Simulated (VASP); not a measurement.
Runs of VASP 6.6.1 on Rh. Symmetry: P6_3/mmc, No. 194, hexagonal system. The conventional cell has a = 2.731 Å, b = 2.731 Å, c = 4.428 Å, α = 90.00°, β = 90.00°, γ = 120.00°. Rh (site symmetry -6m2) has 12 Rh at 2.72 to 2.73 Å within 3.6 Å. 

```csv
smearing,gap on the mesh (eV),pressure (GPa)
gaussian 0.05 eV,none,-18.8
gaussian 0.15 eV,none,(a)
gaussian 0.025 eV,none,-18.8
gaussian 0.1 eV,none,-18.8
gaussian 0.25 eV,none,-18.3
```

Alike in all rows: task single point; level LDA; potentials or basis VASP PAW LDA potentials, release 64 (Rh_pv); no spin polarisation; cell as given; k mesh 11 × 11 × 6; cutoff (eV) 520.

Q: Fill in the values left out.

A: (a) -18.6.

A k mesh can miss the band edges, and the runs leave out spin-orbit coupling on Rh.

A gap of «none» marks levels without a gap at the run's occupations.
